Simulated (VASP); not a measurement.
# Ti2C (Fd-3m) in VASP: single point with r2SCAN

Aim: the single point of Ti2C with r2SCAN.

All numbers are computed with VASP 6.6.1; they aren't measurements. Logs are shortened: lines on timing, memory, paths and dates and some standing lists are left out, and cuts for length are marked.

## (1) The cell of the first run

It takes space group Fd-3m (No. 227, cubic). The conventional cell has a = 8.620 Å, b = 8.620 Å, c = 8.620 Å, α = 90.00°, β = 90.00°, γ = 90.00°. Within 2.9 Å of Ti (site symmetry 3m) lie 3 C at 2.10 Å and 3 Ti at 2.89 Å. C (site symmetry -3m) has 6 Ti at 2.10 Å within 2.8 Å.

## (2) Single point, r2SCAN

The input, POSCAR:

```
Ti2C
1.0
    0.0000000000      4.3101652044      4.3101652044
    4.3101652044      0.0000000000      4.3101652044
    4.3101652044      4.3101652044      0.0000000000
Ti C
8 4
Direct
    0.8560534893      0.3813155036      0.3813155036
    0.3813155036      0.3813155036      0.3813155036
    0.3813155036      0.3813155036      0.8560534893
    0.8686844964      0.3939465107      0.8686844964
    0.8686844964      0.8686844964      0.8686844964
    0.3939465107      0.8686844964      0.8686844964
    0.8686844964      0.8686844964      0.3939465107
    0.3813155036      0.8560534893      0.3813155036
    0.6250000000      0.6250000000      0.6250000000
    0.1250000000      0.6250000000      0.6250000000
    0.6250000000      0.6250000000      0.1250000000
    0.6250000000      0.1250000000      0.6250000000
```

The input, INCAR.step1:

```
PREC = Accurate
ENCUT = 520
ISMEAR = 0
SIGMA = 0.1
LREAL = False
LASPH = True
NELM = 60
NBANDS = 68
GGA = PE
ALGO = Normal
EDIFF = 1E-4
LWAVE = True
LCHARG = False
```

The input, INCAR.step2:

```
PREC = Accurate
ENCUT = 520
EDIFF = 1E-6
ISMEAR = 0
SIGMA = 0.1
LREAL = False
LASPH = True
NELM = 60
ALGO = Normal
ISIF = 2
LWAVE = False
LCHARG = True
METAGGA = R2SCAN
LMIXTAU = True
LELF = True
LVHAR = True
NBANDS = 68
ISTART = 1
```

The input, KPOINTS:

```
regular mesh
0
Gamma
  8 8 8
```

Potentials or basis: VASP PAW PBE potentials, release 64 (Ti_sv, C).

Launch:

```bash
> cat potpaw_PBE.64/Ti_sv/POTCAR potpaw_PBE.64/C/POTCAR > POTCAR
> cp INCAR.step1 INCAR
> mpirun -np 1 vasp_std > vasp.out
> cp INCAR.step2 INCAR
> mpirun -np 1 vasp_std > vasp.out
```

OUTCAR:

```text
PREC = Accurate
   ENCUT = 520
   EDIFF = 1E-6
   ISMEAR = 0
   LREAL = False
   LASPH = True
   NELM = 60
   ISIF = 2
   METAGGA = R2SCAN
   ISTART = 1

 ion  position               nearest neighbor table
   1  0.856  0.381  0.381-   9 2.10  11 2.10  12 2.10   2 2.89   3 2.89   8 2.89
   2  0.381  0.381  0.381-  11 2.10  10 2.10  12 2.10   1 2.89   3 2.89   8 2.89
   3  0.381  0.381  0.856-   9 2.10  10 2.10  12 2.10   1 2.89   2 2.89   8 2.89
   4  0.869  0.394  0.869-   9 2.10  10 2.10  11 2.10   5 2.89   6 2.89   7 2.89
   5  0.869  0.869  0.869-  11 2.10  10 2.10  12 2.10   4 2.89   6 2.89   7 2.89
   6  0.394  0.869  0.869-   9 2.10  11 2.10  12 2.10   4 2.89   5 2.89   7 2.89
   7  0.869  0.869  0.394-   9 2.10  10 2.10  12 2.10   4 2.89   5 2.89   6 2.89
   8  0.381  0.856  0.381-   9 2.10  10 2.10  11 2.10   1 2.89   2 2.89   3 2.89
   9  0.625  0.625  0.625-   1 2.10   3 2.10   4 2.10   6 2.10   7 2.10   8 2.10
  10  0.125  0.625  0.625-   2 2.10   5 2.10   4 2.10   3 2.10   7 2.10   8 2.10
  11  0.625  0.625  0.125-   2 2.10   5 2.10   4 2.10   1 2.10   6 2.10   8 2.10
  12  0.625  0.125  0.625-   2 2.10   5 2.10   3 2.10   1 2.10   6 2.10   7 2.10

  LATTYP: Found a face centered cubic cell.
 ALAT       =     8.6203304088

  Lattice vectors:

 A1 = (   0.0000000000,   4.3101652044,   4.3101652044)
 A2 = (   4.3101652044,   0.0000000000,   4.3101652044)
 A3 = (   4.3101652044,   4.3101652044,   0.0000000000)

Analysis of symmetry for initial positions (statically):
=====================================================================
 Subroutine PRICEL returns:
 Original cell was already a primitive cell.

 Routine SETGRP: Setting up the symmetry group for a
 face centered cubic supercell.

 Subroutine GETGRP returns: Found 48 space group operations
 (whereof 24 operations were pure point group operations)
 out of a pool of 48 trial point group operations.

The static configuration has the point symmetry T_d .
 The point group associated with its full space group is O_h .

Analysis of symmetry for dynamics (positions and initial velocities):
=====================================================================
 Subroutine PRICEL returns:
 Original cell was already a primitive cell.

 Routine SETGRP: Setting up the symmetry group for a
 face centered cubic supercell.

 Subroutine GETGRP returns: Found 48 space group operations
 (whereof 24 operations were pure point group operations)
 out of a pool of 48 trial point group operations.

The dynamic configuration has the point symmetry T_d .
 The point group associated with its full space group is O_h .

 Subroutine INISYM returns: Found 48 space group operations
 (whereof 24 operations are pure point group operations),
 and found     1 'primitive' translations

----------------------------------------------------------------------------------------

                                     Primitive cell

  volume of cell :     160.1444

  direct lattice vectors                    reciprocal lattice vectors
     0.000000000  4.310165204  4.310165204    -0.116004834  0.116004834  0.116004834
     4.310165204  0.000000000  4.310165204     0.116004834 -0.116004834  0.116004834
     4.310165204  4.310165204  0.000000000     0.116004834  0.116004834 -0.116004834

  length of vectors
     6.095494088  6.095494088  6.095494088     0.200926267  0.200926267  0.200926267

  position of ions in fractional coordinates (direct lattice)
     0.856053489  0.381315504  0.381315504
     0.381315504  0.381315504  0.381315504
     0.381315504  0.381315504  0.856053489
     0.868684496  0.393946511  0.868684496
     0.868684496  0.868684496  0.868684496
     0.393946511  0.868684496  0.868684496
     0.868684496  0.868684496  0.393946511
     0.381315504  0.856053489  0.381315504
     0.625000000  0.625000000  0.625000000
     0.125000000  0.625000000  0.625000000
     0.625000000  0.625000000  0.125000000
     0.625000000  0.125000000  0.625000000

  ion indices of the primitive-cell ions
   primitive index   ion index
                 1           1
                 2           2
                 3           3
                 4           4
                 5           5
                 6           6
                 7           7
                 8           8
                 9           9
                10          10
                11          11
                12          12

----------------------------------------------------------------------------------------

 KPOINTS: regular mesh

Automatic generation of k-mesh.
 Grid dimensions read from file:
 generate k-points for:    8    8    8

 Generating k-lattice:

  Cartesian coordinates                     Fractional coordinates (reciprocal lattice)
    -0.014500604  0.014500604  0.014500604     0.125000000  0.000000000  0.000000000
     0.014500604 -0.014500604  0.014500604     0.000000000  0.125000000  0.000000000
     0.014500604  0.014500604 -0.014500604     0.000000000  0.000000000  0.125000000

  Length of vectors
     0.025115783  0.025115783  0.025115783

  Shift w.r.t. Gamma in fractional coordinates (k-lattice)
     0.000000000  0.000000000  0.000000000

 Subroutine IBZKPT returns following result:
 ===========================================

 Found     29 irreducible k-points:

 Following reciprocal coordinates:
            Coordinates               Weight
  0.000000  0.000000  0.000000      1.000000
  0.125000  0.000000  0.000000      8.000000
  0.250000  0.000000  0.000000      8.000000
  0.375000  0.000000  0.000000      8.000000
  0.500000  0.000000  0.000000      4.000000
  0.125000  0.125000  0.000000      6.000000
[... 16 lines left out ...]
  0.500000  0.250000  0.125000     48.000000
 -0.375000  0.250000  0.125000     24.000000
 [... further k-points ...]
   k-points           NKPTS =     29   k-points in BZ     NKDIM =     29   number of bands    NBANDS=     68
   number of dos      NEDOS =    301   number of ions     NIONS =     12
   total plane-waves  NPLWV = 110592
   dimension x,y,z NGX =    48 NGY =   48 NGZ =   48
   dimension x,y,z NGXF=    96 NGYF=   96 NGZF=   96
   ions per type =               8   4
   NGX,Y,Z   is equivalent  to a cutoff of  13.09, 13.09, 13.09 a.u.
   NGXF,Y,Z  is equivalent  to a cutoff of  26.18, 26.18, 26.18 a.u.
 SYSTEM =  unknown system
   PREC   = accura    normal or accurate (medium, high low for compatibility)
   ISTART =      1    job   : 0-new  1-cont  2-samecut
   ICHARG =      0    charge: 1-file 2-atom 10-const
   ISPIN  =      1    spin polarized calculation?
   LNONCOLLINEAR =      F non collinear calculations
   LSORBIT =      F    spin-orbit coupling
   LASPH  =      T    aspherical Exc in radial PAW
   ENCUT  =  520.0 eV  38.22 Ry    6.18 a.u.  11.33 11.33 11.33*2*pi/ulx,y,z
   NELM   =     60;   NELMIN=  2; NELMDL=  0     # of ELM steps
   EDIFF  = 0.1E-05   stopping-criterion for ELM
   LREAL  =      F    real-space projection
   EDIFFG = 0.1E-04   stopping-criterion for IOM
   NSW    =      0    number of steps for IOM
   IBRION =     -1    ionic relax: 0-MD 1-quasi-New 2-CG
   NFREE  =      0    steps in history (QN), initial steepest desc. (CG)
   ISIF   =      2    stress and relaxation
   ISYM   =      2    0-nonsym 1-usesym 2-fastsym
   POTIM  = 0.5000    time-step for ionic-motion
   TEBEG  =    0.0;   TEEND  =   0.0 temperature during run
   PSTRESS=    0.0 pullay stress
   NELECT =     112.0000    total number of electrons
   NUPDOWN=      -1.0000    fix difference up-down
   EMIN   =  10.00;   EMAX   =-10.00  energy-range for DOS
   EFERMI =   0.00;   METHOD = LEGACY
   ISMEAR =     0;   SIGMA  =   0.10  broadening in eV -4-tet -1-fermi 0-gaus
   EFERMI_NEDOS =   21; number of points for ismear=-14 and -15
   IALGO  =     38    algorithm
   IMIX   =      4    mixing-type and parameters
     AMIX     =   0.40;   BMIX     =  1.00
     AMIX_MAG =   1.60;   BMIX_MAG =  1.00
  volume/ion in A,a.u.               =      13.35        90.06
  Fermi-wavevector in a.u.,A,eV,Ry     =   1.453149  2.746054 28.730648  2.111643
  Thomas-Fermi vector in A             =   2.570449
   LORBIT       =      0    0 simple, 1 ext, 2 COOP (PROOUT), +10 PAW based schemes
   METAGGA = R2SCAN    functional components
   LHFCALC =     F    Hartree Fock is set to
   AEXX    =    0.0000 exact exchange contribution
   IVDW    =     0    specifies the selected vdW correction
   LEPSILON=     F    determine dielectric tensor
   LRPA    =     F    only Hartree local field effects (RPA)
 non-spin polarized calculation
 Gauss-broadening in eV      SIGMA  =   0.10
  energy-cutoff  :      520.00
  volume of cell :      160.14
 maximum number of plane-waves:      4338
 NGX is ok and might be reduce to    48
   NGX = 23   NGY = 23   NGZ = 23

 number of electron     111.9999999 magnetization

 Free energy of the ion-electron system (eV)
  ---------------------------------------------------
  ext. energy  EPLUGINS =         0.00000000
  ---------------------------------------------------
  free energy    TOTEN  =      -152.38819661 eV

  energy without entropy =     -152.36650317  energy(sigma->0) =     -152.37734989

 E-fermi :   8.2610     XC(G=0): -12.6409

 val. band max:        8.2352839076   @ k =   0.2500   0.0000   0.0000
 cond. band min:       8.2638322764   @ k =   0.2500   0.2500   0.0000
 fundamental gap:      0.0285483688
 Fermi energy:         8.2610482470

 k-point     1 :       0.0000    0.0000    0.0000
  band No.  band energies     occupation
      1     -50.8569      2.00000
      2     -50.7796      2.00000
      3     -50.7685      2.00000
      4     -50.7685      2.00000
      5     -50.7685      2.00000
      6     -50.7432      2.00000
[... 60 lines left out ...]
     67      11.2624      0.00000
     68      11.2637      0.00000
[... 1631 lines left out ...]
     67      10.6803      0.00000
     68      10.7657      0.00000

 [... further k-points ...]
[... 5 lines left out ...]
  --------------------------------------------------------------------------------------
  -------------------------------------------------------------------------------------
  Total        0.7126434      0.7126434      0.7126434      0.0000000      0.0000000     -0.0000000
  in kB        7.1296977      7.1296977      7.1296977      0.0000000      0.0000000     -0.0000000
  external PRESSURE =       7.1296977 kB  Pullay stress =       0.0000000 kB

 VOLUME and BASIS-vectors are now :
 -----------------------------------------------------------------------------
  energy-cutoff  :      520.00
  volume of cell :      160.14
      direct lattice vectors                 reciprocal lattice vectors
     0.000000000  4.310165204  4.310165204    -0.116004834  0.116004834  0.116004834
     4.310165204  0.000000000  4.310165204     0.116004834 -0.116004834  0.116004834
     4.310165204  4.310165204  0.000000000     0.116004834  0.116004834 -0.116004834

 POSITION                                       TOTAL-FORCE (eV/Angst)
 -----------------------------------------------------------------------------------
      3.28707      5.33326      5.33326        -0.053334      0.053334      0.053334
      3.28707      3.28707      3.28707        -0.053334     -0.053334     -0.053334
      5.33326      5.33326      3.28707         0.053334      0.053334     -0.053334
      5.44215      7.48835      5.44215        -0.053334      0.053334     -0.053334
      7.48835      7.48835      7.48835         0.053334      0.053334      0.053334
      7.48835      5.44215      5.44215         0.053334     -0.053334     -0.053334
      5.44215      5.44215      7.48835        -0.053334     -0.053334      0.053334
      5.33326      3.28707      5.33326         0.053334     -0.053334      0.053334
      5.38771      5.38771      5.38771         0.000000      0.000000      0.000000
      5.38771      3.23262      3.23262         0.000000      0.000000      0.000000
      3.23262      3.23262      5.38771         0.000000      0.000000      0.000000
      3.23262      5.38771      3.23262         0.000000      0.000000      0.000000
 -----------------------------------------------------------------------------------
    total drift:                                0.000000     -0.000000      0.000000

  FREE ENERGIE OF THE ION-ELECTRON SYSTEM (eV)
  ---------------------------------------------------
  free  energy   TOTEN  =      -152.3881966105 eV

  energy  without entropy=     -152.3665031707  energy(sigma->0) =     -152.37734989
```

It took 32 min on 1 thread of Intel Xeon Platinum 8259CL at 2.50GHz (Skylake/Cascade Lake), shared host; peak memory 0.49 GiB.

What came out:

| Item | Value |
| --- | --- |
| Free energy | -152.3882 eV |
| Pressure | 0.7 GPa |
| Largest force | 0.092 eV/Å |
| Band gap on the k mesh | zero (bands 56 and 57 overlap by 0.24 eV) |

Forces in eV/Å, atoms in the order of the input:
```
Ti  -0.053  0.053  0.053
Ti  -0.053 -0.053 -0.053
Ti   0.053  0.053 -0.053
Ti  -0.053  0.053 -0.053
Ti   0.053  0.053  0.053
Ti   0.053 -0.053 -0.053
Ti  -0.053 -0.053  0.053
Ti   0.053 -0.053  0.053
C    0.000  0.000  0.000
C    0.000  0.000  0.000
C    0.000  0.000  0.000
C    0.000  0.000  0.000
```

Levels at points of the mesh, in eV from the Fermi level:
| k point | band 52 | band 53 | band 54 | band 55 | band 56 | band 57 | band 58 | band 59 | band 60 | band 61 |
| --- | --- | --- | --- | --- | --- | --- | --- | --- | --- | --- |
| (0.00, 0.00, 0.00) | -1.57 | -0.85 | -0.85 | -0.85 | 0.16 | 0.85 | 0.85 | 0.85 | 1.18 | 1.18 |
| (0.50, 0.00, 0.00) | -0.96 | -0.93 | -0.70 | -0.70 | -0.23 | 0.40 | 0.82 | 0.82 | 0.85 | 0.85 |
| (0.50, 0.50, 0.00) | -0.86 | -0.57 | -0.57 | -0.48 | -0.48 | 0.39 | 0.39 | 0.52 | 0.52 | 0.70 |

Caveat: the PAW data sets were made with another functional, which shifts forces and pressure a little.
